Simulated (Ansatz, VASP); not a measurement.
Al5H in VASP and in Ansatz

```xyz
6
Lattice="0.0000 3.8862 3.8862 3.8862 0.0000 3.8862 3.8862 3.8862 0.0000" Properties=species:S:1:pos:R:3 pbc="T T T"
Al    2.9548    0.9314    2.9548
Al    0.9314    0.9314    0.9314
Al    0.9314    2.9548    2.9548
Al    2.9548    2.9548    0.9314
Al    3.8862    3.8862    3.8862
H     1.9431    1.9431    1.9431
```

Alike in both runs: task relaxation of cell and atoms; functional PBE; k mesh 8 × 8 × 8; occupations gaussian, width 0.1 eV; no spin polarisation.

|  | VASP | Ansatz |
| --- | --- | --- |
| version | VASP 6.6.1 | Ansatz 0.2.0 |
| potentials or method | VASP PAW PBE potentials, release 64 (Al, H), cutoff 600 eV | scalar-relativistic, plane waves, PAW |
| valence electrons in the cell | 16 | 16 |

```csv
,VASP,Ansatz,Ansatz less VASP
"gap on the k mesh at the Fermi level, each at its own relaxed structure (eV)",none,none,-
relaxed volume (Å³/atom),19.55,19.56,+0.011
relaxed length of the cell vector where the two differ most in proportion (Å),5.495,5.496,+0.0010
```

A gap of «none» marks a metal or a gap that the smearing closes.
